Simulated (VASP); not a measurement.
# Ag: single point with PBE

Ag:

```
Ag
1.0
     0.00000    2.07344    2.07344
     2.07344    0.00000    2.07344
     2.07344    2.07344    0.00000
Ag
1
Cartesian
  0.0000 0.0000 0.0000
```

- Program: VASP 6.6.1
- Task: single point
- Functional: PBE
- Potentials or basis: VASP PAW PBE potentials, release 64 (Ag)
- Cutoff: 520 eV
- k mesh: 13 × 13 × 13
- Occupations: methfessel-paxton, width 0.1 eV
- Spin: no spin polarisation
- Dipole correction: no
- Further INCAR settings: ALGO = Normal; EDIFF = 1e-06; NBANDS = 12

```
Pressure : -0.3 GPa
```

Levels at points of the mesh, in eV from the Fermi level:
| k point | band 3 | band 4 | band 5 | band 6 | band 7 | band 8 | band 9 | band 10 |
| --- | --- | --- | --- | --- | --- | --- | --- | --- |
| (0.00, 0.00, 0.00) | -4.85 | -4.85 | -3.90 | -3.90 | 15.73 | 19.04 | 19.04 | 19.04 |

Wall time 5.9 s on 1 thread of Intel(R) Xeon(R) 6975P-C (Granite Rapids), with other jobs on the host, peak memory 0.15 GiB.
